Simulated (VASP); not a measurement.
## V2GeO2: single point with PBE

The system is V2GeO2.

```
V Ge O
1.0
     3.04102    0.00000    0.00000
    -1.52051    2.63360    0.00000
     0.00000    0.00000    7.78461
V Ge O
2 1 2
Direct
  0.33333 0.66667 0.26310
  0.66667 0.33333 0.73690
  0.00000 0.00000 0.00000
  0.66667 0.33333 0.35599
  0.33333 0.66667 0.64401
```

```yaml
Program: VASP 6.6.1
Task: single point
Functional: PBE
Potentials_or_basis: VASP PAW PBE potentials, release 64 (V_sv, Ge_d, O)
Cutoff: 520 eV
k_mesh: 12 × 12 × 4
Occupations: gaussian, width 0.1 eV
Spin: collinear spin, ferromagnetic start
Starting_moments: "[1.44, 1.44, 0.0, 0.0, 0.0] μB"
Dipole_correction: no
Further_INCAR_settings: ALGO = Normal; EDIFF = 1e-07; NBANDS = 38
```

The pressure is 6.4 GPa. The largest force is 0.078 eV/Å. The net moment is 3.57 μB per cell. The site moments are V +1.69; Ge -0.04; O -0.05 μB and the valence electrons inside the program's atomic spheres are V 11.60; Ge 12.39; O 5.05.

Forces on the atoms (eV/Å):
```
V    0.000  0.000 -0.070
V    0.000  0.000  0.070
Ge   0.000  0.000  0.000
O    0.000  0.000  0.078
O    0.000  0.000 -0.078
```

Stress tensor (GPa, compression positive):
```
6.68 0.00 0.00
0.00 6.68 0.00
0.00 0.00 5.87
```

Levels at points of the mesh, in eV from the Fermi level:
Spin up:
| k point | band 24 | band 25 | band 26 | band 27 | band 28 | band 29 | band 30 | band 31 | band 32 | band 33 |
| --- | --- | --- | --- | --- | --- | --- | --- | --- | --- | --- |
| (0.00, 0.00, 0.00) | -0.61 | -0.61 | -0.53 | -0.53 | 1.10 | 1.14 | 2.57 | 2.57 | 2.76 | 2.76 |
| (0.50, 0.00, 0.00) | -2.85 | -0.75 | -0.34 | -0.04 | -0.02 | 0.36 | 0.85 | 0.98 | 1.22 | 1.79 |
| (0.00, 0.00, 0.50) | -0.57 | -0.57 | -0.56 | -0.56 | 1.06 | 1.13 | 2.52 | 2.52 | 2.81 | 2.81 |
| (0.50, 0.00, 0.50) | -2.78 | -0.75 | -0.35 | -0.18 | -0.03 | 0.27 | 0.64 | 1.16 | 1.28 | 1.73 |
Spin down:
| k point | band 21 | band 22 | band 23 | band 24 | band 25 | band 26 | band 27 | band 28 |
| --- | --- | --- | --- | --- | --- | --- | --- | --- |
| (0.00, 0.00, 0.00) | -5.86 | -5.73 | -2.60 | 1.38 | 1.38 | 1.47 | 1.47 | 2.12 |
| (0.50, 0.00, 0.00) | -5.13 | -4.41 | -4.17 | -2.34 | 0.49 | 1.12 | 1.42 | 1.85 |
| (0.00, 0.00, 0.50) | -5.85 | -4.71 | -3.39 | 1.42 | 1.42 | 1.43 | 1.43 | 2.13 |
| (0.50, 0.00, 0.50) | -5.14 | -5.13 | -3.86 | -2.30 | 0.58 | 1.11 | 1.19 | 1.45 |

Run time: 9.5 min on 1 thread of Intel Xeon 8259CL, on a shared host, peak memory 0.37 GiB.

Caveat: the cell stands under pressure. With open d or f shells a metallic result of PBE can be an artefact of self-interaction; +U or a hybrid may open a gap.
